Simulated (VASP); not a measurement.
Input of a VASP 6.6.1 run:

File INCAR:

```
SYSTEM = In
PREC = Accurate ; ENCUT = 600
EDIFF = 1E-6 ; ISMEAR = 0
SIGMA = 0.1 ; LREAL = .FALSE.
LASPH = .TRUE. ; NELM = 80
ALGO = Fast ; ISIF = 3
LWAVE = .FALSE. ; LCHARG = .FALSE.
GGA = PE ; IVDW = 12
IBRION = 2 ; NSW = 100
EDIFFG = -0.002
```

File KPOINTS:

```
regular mesh
0
G
  18 18 18
  0 0 0
```

Contents of POSCAR:

```
In
1.0
   -1.6947072700      1.6947072700      2.2973723900
    1.6947072700     -1.6947072700      2.2973723900
    1.6947072700      1.6947072700     -2.2973723900
In
1
Direct
    0.0000000000      0.0000000000      0.0000000000
```

Potentials or basis: VASP PAW PBE potentials, release 64 (In_d).

The run is started by

```console
$ cat potpaw_PBE.64/In_d/POTCAR > POTCAR
$ mpirun -np 1 vasp_std > vasp.out
```

(1) Estimate the relaxed volume.

(2) Predict the band gap on the k mesh.

(3) What does it give for the relaxed cell?

Answers

(1) 26.09 Å³/atom.

(2) zero (an odd number of electrons rules out a gap without spin polarisation).

(3) a = 3.329 Å, b = 3.329 Å, c = 3.329 Å, α = 120.01°, β = 120.01°, γ = 89.98°.

Caveat: spin-orbit coupling is left out, which moves the levels of the heavy elements.
